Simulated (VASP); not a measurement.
Write the native input for VASP 6.6.1 that does the following.

- Task: single point
- Functional: PBE
- Potentials or basis: VASP PAW PBE potentials, release 64 (Ca_sv, Sr_sv, Te)
- Cutoff: 520 eV
- k mesh: 4 × 4 × 4
- Occupations: gaussian, width 0.01 eV
- Spin: no spin polarisation
- Dipole correction: no
- Further INCAR settings: ALGO = Normal; EDIFF = 1e-06; NBANDS = 24

The structure of SrCaTe2 lies in POSCAR:

```
SrCaTe2
1.0
    2.3129611798      1.3353887598      7.5589775749
   -2.3129611798      1.3353887598      7.5589775749
    0.0000000000     -2.6707775195      7.5589775749
Ca Sr Te
1 1 2
Direct
    1.0000000000      0.0000000000      0.0000000000
    0.5000000000      0.5000000000      0.5000000000
    0.2542541275      0.2542541275      0.2542541275
    0.7457458725      0.7457458725      0.7457458725
```

These files were run (other wordings do the same):

INCAR

```
ALGO = Normal
EDIFF = 1E-6
ENCUT = 520
GGA = PE
ISIF = 2
ISMEAR = 0
LASPH = T
LCHARG = T
LELF = T
LREAL = F
LVHAR = T
LWAVE = F
NBANDS = 24
NELM = 80
PREC = Accurate
SIGMA = 0.01
```

KPOINTS

```
k-points
0
Gamma
  4 4 4
```

Potentials or basis: VASP PAW PBE potentials, release 64 (Ca_sv, Sr_sv, Te).

Command:

```console
$ cat potpaw_PBE.64/Ca_sv/POTCAR potpaw_PBE.64/Sr_sv/POTCAR potpaw_PBE.64/Te/POTCAR > POTCAR
$ mpirun -np 1 vasp_std > vasp.out
```

Results of the run:

The pressure is 0.3 GPa. The largest force is 0.010 eV/Å and the band gap on the k mesh is 1.62 eV, indirect (least direct gap 2.52 eV).

Caveat: spin-orbit coupling is left out, which moves the levels of the heavy elements.

Wall time 72 s on 1 thread of AMD EPYC 9R45 96-Core Processor (Zen 5), on a shared host, peak memory 0.46 GiB.
